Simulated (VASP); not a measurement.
# NaTe2 (P4/mmm) in VASP: single point with PBE

Aim: the single point of NaTe2 with PBE.

All numbers are computed with VASP 6.6.1; they aren't measurements. Logs are shortened: lines on timing, memory, paths and dates and some standing lists are left out, and cuts for length are marked.

## Step 1: The cell of the first run

It takes space group P4/mmm (No. 123, tetragonal). The conventional cell has a = 4.497 Å, b = 4.497 Å, c = 4.985 Å, α = 90.00°, β = 90.00°, γ = 90.00°. Na (site symmetry 4/mmm) has 8 Te at 3.36 Å and 4 Na at 4.50 Å within 4.5 Å. Te (site symmetry mmm) has 4 Te at 3.18 Å and 4 Na at 3.36 Å within 4.2 Å.

## Step 2: Single point, PBE

Contents of POSCAR:

```
NaTe2
1.0
    4.4967064717      0.0000000000      0.0000000000
    0.0000000000      4.4967064717      0.0000000000
    0.0000000000      0.0000000000      4.9854685470
Na Te
1 2
Direct
    0.5000000000      0.5000000000      0.0000000000
    0.5000000000      0.0000000000      0.5000000000
    0.0000000000      0.5000000000      0.5000000000
```

Contents of INCAR.step1:

```
PREC = Accurate ; ENCUT = 520
EDIFF = 1E-6 ; ISMEAR = 0
SIGMA = 0.1 ; LREAL = F
LASPH = T ; NELM = 60
ALGO = Fast ; ISIF = 2
LWAVE = F ; LCHARG = T
GGA = PE ; NBANDS = 16
```

Contents of KPOINTS.step1:

```
regular mesh
0
Gamma
  10 10 10
```

Contents of INCAR.step2:

```
PREC = Accurate ; ENCUT = 520
EDIFF = 1E-6 ; ISMEAR = -5
SIGMA = 0.1 ; LREAL = F
LASPH = T ; NELM = 60
ALGO = Fast ; ISIF = 2
LWAVE = F ; LCHARG = F
GGA = PE ; LORBIT = 10
NEDOS = 1001 ; ICHARG = 11
```

Contents of KPOINTS.step2:

```
regular mesh
0
Gamma
  15 15 15
```

Potentials or basis: VASP PAW PBE potentials, release 64 (Na_pv, Te).

The run is started by

```
$ cat potpaw_PBE.64/Na_pv/POTCAR potpaw_PBE.64/Te/POTCAR > POTCAR
$ cp INCAR.step1 INCAR
$ cp KPOINTS.step1 KPOINTS
$ mpirun -np 1 vasp_std > vasp.out
$ cp INCAR.step2 INCAR
$ cp KPOINTS.step2 KPOINTS
$ mpirun -np 1 vasp_std > vasp.out
```

OUTCAR:

```text
PREC = Accurate
   ENCUT = 520
   EDIFF = 1E-6
   ISMEAR = -5
   LREAL = F
   LASPH = T
   NELM = 60
   ISIF = 2
   GGA = PE
   LORBIT = 10
   ICHARG = 11

 ion  position               nearest neighbor table
   1  0.500  0.500  0.000-
   2  0.500  0.000  0.500-   3 3.18   3 3.18   3 3.18   3 3.18
   3  0.000  0.500  0.500-   2 3.18   2 3.18   2 3.18   2 3.18

  LATTYP: Found a simple tetragonal cell.
 ALAT       =     4.4967064717
 C/A-ratio  =     1.1086933466

  Lattice vectors:

 A1 = (   4.4967064717,   0.0000000000,   0.0000000000)
 A2 = (   0.0000000000,   4.4967064717,   0.0000000000)
 A3 = (   0.0000000000,   0.0000000000,   4.9854685470)

Analysis of symmetry for initial positions (statically):
=====================================================================
 Subroutine PRICEL returns:
 Original cell was already a primitive cell.

 Routine SETGRP: Setting up the symmetry group for a
 simple tetragonal supercell.

 Subroutine GETGRP returns: Found 16 space group operations
 (whereof 16 operations were pure point group operations)
 out of a pool of 16 trial point group operations.

The static configuration has the point symmetry D_4h.

Analysis of symmetry for dynamics (positions and initial velocities):
=====================================================================
 Subroutine PRICEL returns:
 Original cell was already a primitive cell.

 Routine SETGRP: Setting up the symmetry group for a
 simple tetragonal supercell.

 Subroutine GETGRP returns: Found 16 space group operations
 (whereof 16 operations were pure point group operations)
 out of a pool of 16 trial point group operations.

The dynamic configuration has the point symmetry D_4h.

 Subroutine INISYM returns: Found 16 space group operations
 (whereof 16 operations are pure point group operations),
 and found     1 'primitive' translations

----------------------------------------------------------------------------------------

                                     Primitive cell

  volume of cell :     100.8080

  direct lattice vectors                    reciprocal lattice vectors
     4.496706472  0.000000000  0.000000000     0.222384985  0.000000000  0.000000000
     0.000000000  4.496706472  0.000000000     0.000000000  0.222384985  0.000000000
     0.000000000  0.000000000  4.985468547     0.000000000  0.000000000  0.200582952

  length of vectors
     4.496706472  4.496706472  4.985468547     0.222384985  0.222384985  0.200582952

  position of ions in fractional coordinates (direct lattice)
     0.500000000  0.500000000  0.000000000
     0.500000000  0.000000000  0.500000000
     0.000000000  0.500000000  0.500000000

  ion indices of the primitive-cell ions
   primitive index   ion index
                 1           1
                 2           2
                 3           3

----------------------------------------------------------------------------------------

 KPOINTS: regular mesh

Automatic generation of k-mesh.
 Grid dimensions read from file:
 generate k-points for:   15   15   15

 Generating k-lattice:

  Cartesian coordinates                     Fractional coordinates (reciprocal lattice)
     0.014825666  0.000000000  0.000000000     0.066666667  0.000000000  0.000000000
     0.000000000  0.014825666  0.000000000     0.000000000  0.066666667  0.000000000
     0.000000000  0.000000000  0.013372197     0.000000000  0.000000000  0.066666667

  Length of vectors
     0.014825666  0.014825666  0.013372197

  Shift w.r.t. Gamma in fractional coordinates (k-lattice)
     0.000000000  0.000000000  0.000000000

 TETIRR: Found   5032 inequivalent tetrahedra from    20250

 Subroutine IBZKPT returns following result:
 ===========================================

 Found    288 irreducible k-points:

 Following reciprocal coordinates:
            Coordinates               Weight
  0.000000  0.000000  0.000000      1.000000
  0.066667  0.000000  0.000000      4.000000
  0.133333  0.000000  0.000000      4.000000
  0.200000  0.000000  0.000000      4.000000
  0.266667  0.000000  0.000000      4.000000
  0.333333  0.000000  0.000000      4.000000
[... 16 lines left out ...]
  0.266667  0.200000  0.000000      8.000000
  0.333333  0.200000  0.000000      8.000000
 [... further k-points ...]
   k-points           NKPTS =    288   k-points in BZ     NKDIM =    288   number of bands    NBANDS=     13
   number of dos      NEDOS =   1001   number of ions     NIONS =      3
   total plane-waves  NPLWV =  51840
   dimension x,y,z NGX =    36 NGY =   36 NGZ =   40
   dimension x,y,z NGXF=    72 NGYF=   72 NGZF=   80
   ions per type =               1   2
   NGX,Y,Z   is equivalent  to a cutoff of  13.31, 13.31, 13.34 a.u.
   NGXF,Y,Z  is equivalent  to a cutoff of  26.62, 26.62, 26.68 a.u.
 SYSTEM =  unknown system
   PREC   = accura    normal or accurate (medium, high low for compatibility)
   ISTART =      0    job   : 0-new  1-cont  2-samecut
   ICHARG =     11    charge: 1-file 2-atom 10-const
   ISPIN  =      1    spin polarized calculation?
   LNONCOLLINEAR =      F non collinear calculations
   LSORBIT =      F    spin-orbit coupling
   LASPH  =      T    aspherical Exc in radial PAW
   ENCUT  =  520.0 eV  38.22 Ry    6.18 a.u.   8.36  8.36  9.27*2*pi/ulx,y,z
   NELM   =     60;   NELMIN=  2; NELMDL=  0     # of ELM steps
   EDIFF  = 0.1E-05   stopping-criterion for ELM
   LREAL  =      F    real-space projection
   EDIFFG = 0.1E-04   stopping-criterion for IOM
   NSW    =      0    number of steps for IOM
   IBRION =     -1    ionic relax: 0-MD 1-quasi-New 2-CG
   NFREE  =      0    steps in history (QN), initial steepest desc. (CG)
   ISIF   =      2    stress and relaxation
   ISYM   =      2    0-nonsym 1-usesym 2-fastsym
   POTIM  = 0.5000    time-step for ionic-motion
   TEBEG  =    0.0;   TEEND  =   0.0 temperature during run
   PSTRESS=    0.0 pullay stress
   NELECT =      19.0000    total number of electrons
   NUPDOWN=      -1.0000    fix difference up-down
   EMIN   =  10.00;   EMAX   =-10.00  energy-range for DOS
   EFERMI =   0.00;   METHOD = LEGACY
   ISMEAR =    -5;   SIGMA  =   0.10  broadening in eV -4-tet -1-fermi 0-gaus
   EFERMI_NEDOS =   21; number of points for ismear=-14 and -15
   IALGO  =     68    algorithm
   IMIX   =      4    mixing-type and parameters
     AMIX     =   0.40;   BMIX     =  1.00
     AMIX_MAG =   1.60;   BMIX_MAG =  1.00
  volume/ion in A,a.u.               =      33.60       226.76
  Fermi-wavevector in a.u.,A,eV,Ry     =   0.938630  1.773753 11.987085  0.881026
  Thomas-Fermi vector in A             =   2.065861
   LORBIT       =     10    0 simple, 1 ext, 2 COOP (PROOUT), +10 PAW based schemes
   GGA     = PE    functional components
   LHFCALC =     F    Hartree Fock is set to
   AEXX    =    0.0000 exact exchange contribution
   IVDW    =     0    specifies the selected vdW correction
   LEPSILON=     F    determine dielectric tensor
   LRPA    =     F    only Hartree local field effects (RPA)
 non-spin polarized calculation
 RMM-DIIS sequential band-by-band and
 Fermi weights with tetrahedron method with Bloechl corrections
  energy-cutoff  :      520.00
  volume of cell :      100.81
 maximum number of plane-waves:      2736
 NGX is ok and might be reduce to    36

 number of electron      18.9999985 magnetization

 Free energy of the ion-electron system (eV)
  ---------------------------------------------------
  ext. energy  EPLUGINS =         0.00000000
  ---------------------------------------------------
  free energy    TOTEN  =        -8.97530597 eV

  energy without entropy =       -8.97530597  energy(sigma->0) =       -8.97530597

 E-fermi :   3.7588     XC(G=0):  -8.1385

 val. band max:        3.7904187381   @ k =   0.1333   0.1333   0.0667
 cond. band min:       3.6843196570   @ k =   0.3333   0.0000   0.0000
 fundamental gap:     -0.1060990811
 Fermi energy:         3.7587514919

 k-point     1 :       0.0000    0.0000    0.0000
  band No.  band energies     occupation
      1     -20.5100      2.00000
      2     -20.5094      2.00000
      3     -20.5094      2.00000
      4      -8.7810      2.00000
      5      -4.9573      2.00000
      6       0.1806      2.00000
      7       0.1806      2.00000
      8       0.8090      2.00000
      9       4.2062      0.00000
     10       5.2183      0.00000
     11       5.9452      0.00000
     12       5.9452      0.00000
     13       6.5156      0.00000

 k-point     2 :       0.0667    0.0000    0.0000
  band No.  band energies     occupation
      1     -20.5099      2.00000
      2     -20.5095      2.00000
      3     -20.5094      2.00000
      4      -8.7533      2.00000
      5      -5.0308      2.00000
      6       0.2157      2.00000
      7       0.2328      2.00000
      8       0.8357      2.00000
      9       4.1520      0.00000
     10       5.2386      0.00000
     11       5.7716      0.00000
     12       5.8087      0.00000
     13       6.6312      0.00000

 k-point     3 :       0.1333    0.0000    0.0000
  band No.  band energies     occupation
      1     -20.5099      2.00000
      2     -20.5099      2.00000
      3     -20.5094      2.00000
      4      -8.6703      2.00000
      5      -5.2379      2.00000
      6       0.3210      2.00000
      7       0.3814      2.00000
      8       0.9157      2.00000
      9       3.9951     -0.15095
     10       5.2123      0.00000
     11       5.3289      0.00000
     12       5.5470      0.00000
     13       6.9643      0.00000

 k-point     4 :       0.2000    0.0000    0.0000
  band No.  band energies     occupation
      1     -20.5104      2.00000
      2     -20.5098      2.00000
      3     -20.5094      2.00000
      4      -8.5330      2.00000
      5      -5.5457      2.00000
      6       0.4957      2.00000
      7       0.6092      2.00000
      8       1.0479      2.00000
      9       3.7519      1.31065
     10       4.7507     -0.10397
     11       4.8091      0.00000
     12       5.5933      0.00000
     13       7.4909      0.00000

 k-point     5 :       0.2667    0.0000    0.0000
  band No.  band energies     occupation
      1     -20.5109      2.00000
      2     -20.5097      2.00000
      3     -20.5093      2.00000
      4      -8.3428      2.00000
      5      -5.9165      2.00000
      6       0.7387      2.00000
      7       0.8997      2.00000
      8       1.2302      2.00000
      9       3.4453      2.00000
     10       4.1278      0.28235
     11       4.2551     -0.00806
     12       5.7996      0.00000
     13       8.1453      0.00000
[... 257 lines left out ...]
 k-point    22 :       0.2000    0.2000    0.0000
  band No.  band energies     occupation
      1     -20.5103      2.00000
      2     -20.5103      2.00000
      3     -20.5096      2.00000
      4      -8.2977      2.00000
      5      -5.8534      2.00000
      6      -0.5406      2.00000
      7       1.2701      2.00000
      8       2.2767      2.00000
      9       2.5603      2.01216
     10       3.4840      2.02053
     11       5.8335      0.00000
     12       6.3674      0.00000
     13       8.2635      0.00000

 k-point    23 :       0.2667    0.2000    0.0000
  band No.  band energies     occupation
      1     -20.5108      2.00000
      2     -20.5102      2.00000
      3     -20.5095      2.00000
      4      -8.1189      2.00000
      5      -6.0885      2.00000
      6      -0.6481      2.00000
      7       1.4382      2.00000
      8       1.8837      2.00000
      9       2.8675      2.00000
     10       3.2796      2.01440
     11       6.0454      0.00000
     12       6.3487      0.00000
     13       8.7817      0.00000

 k-point    24 :       0.3333    0.2000    0.0000
  band No.  band energies     occupation
      1     -20.5114      2.00000
      2     -20.5102      2.00000
      3     -20.5094      2.00000
      4      -7.8949      2.00000
      5      -6.3736      2.00000
      6      -0.6179      2.00000
      7       1.2681      2.00000
      8       1.6477      2.00000
      9       3.0297      2.00000
     10       3.4441      1.74618
     11       6.0201      0.00000
     12       6.3720      0.00000
     13       8.5250      0.00000

 [... further k-points ...]
[... 5 lines left out ...]
  --------------------------------------------------------------------------------------
  -------------------------------------------------------------------------------------
  Total       -0.0001496     -0.0001496      0.0291070      0.0000000     -0.0000000      0.0000000
  in kB       -0.0023771     -0.0023771      0.4626080      0.0000000     -0.0000000      0.0000000
  external PRESSURE =       0.1526179 kB  Pullay stress =       0.0000000 kB

 VOLUME and BASIS-vectors are now :
 -----------------------------------------------------------------------------
  energy-cutoff  :      520.00
  volume of cell :      100.81
      direct lattice vectors                 reciprocal lattice vectors
     4.496706472  0.000000000  0.000000000     0.222384985  0.000000000  0.000000000
     0.000000000  4.496706472  0.000000000     0.000000000  0.222384985  0.000000000
     0.000000000  0.000000000  4.985468547     0.000000000  0.000000000  0.200582952

 POSITION                                       TOTAL-FORCE (eV/Angst)
 -----------------------------------------------------------------------------------
      2.24835      2.24835      0.00000         0.000000      0.000000      0.000000
      2.24835      0.00000      2.49273         0.000000      0.000000      0.000000
      0.00000      2.24835      2.49273         0.000000      0.000000      0.000000
 -----------------------------------------------------------------------------------
    total drift:                                0.000000      0.000000      0.000000

  FREE ENERGIE OF THE ION-ELECTRON SYSTEM (eV)
  ---------------------------------------------------
  free  energy   TOTEN  =        -8.9753059706 eV

  energy  without entropy=       -8.9753059706  energy(sigma->0) =       -8.97530597

 total charge

# of ion       s       p       d       tot
------------------------------------------
    1        0.043   5.973   0.000   6.017
    2        1.412   1.874   0.030   3.316
    3        1.412   1.874   0.030   3.316
--------------------------------------------------
tot          2.867   9.722   0.060  12.649
```

It took 10 min on 1 thread of Oxide Virtual Turin-like, shared host; peak memory 0.45 GiB.

What came out:

```
Valence electrons inside the program's atomic spheres : Na 6.02; Te 3.32
```

Levels at points of the mesh, in eV from the Fermi level:
| k point | band 5 | band 6 | band 7 | band 8 | band 9 | band 10 | band 11 | band 12 | band 13 |
| --- | --- | --- | --- | --- | --- | --- | --- | --- | --- |
| (0.00, 0.00, 0.00) | -8.72 | -3.58 | -3.58 | -2.95 | 0.45 | 1.46 | 2.19 | 2.19 | 2.76 |

Caveat: spin-orbit coupling is left out, which moves the levels of the heavy elements; an odd number of electrons without spin polarisation forces a metal; a magnetic or distorted state may lie lower.
